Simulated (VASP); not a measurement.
CuI (Marshite):

```
Cu I
1.0
     0.00000    3.01204    3.01204
     3.01204    0.00000    3.01204
     3.01204    3.01204    0.00000
Cu I
1 1
Direct
  0.25000 0.25000 0.25000
  0.00000 0.00000 0.00000
```

Base run:

* Program: VASP 6.6.1
* Functional: PBEsol
* Potentials or basis: VASP PAW PBE potentials, release 64 (Cu, I)
* Cutoff: 520 eV
* k mesh: 6 × 6 × 6
* Occupations: gaussian, width 0.01 eV
* Spin: no spin polarisation

Its results: band gap on the k mesh 1.08 eV, direct; pressure -1.4 GPa.

Question: The run is repeated on the same cell with these changes: functional from PBEsol to r2SCAN. What comes out?

Answer: Band gap on the k mesh 1.67 eV, direct; pressure -0.1 GPa.

r2SCAN gives the wider gap, since meta-GGAs in the generalised Kohn-Sham scheme recover part of the derivative discontinuity.

Caveats: the PAW data sets were made with another functional, which shifts forces and pressure a little; spin-orbit coupling is left out, which moves the levels of the heavy elements.

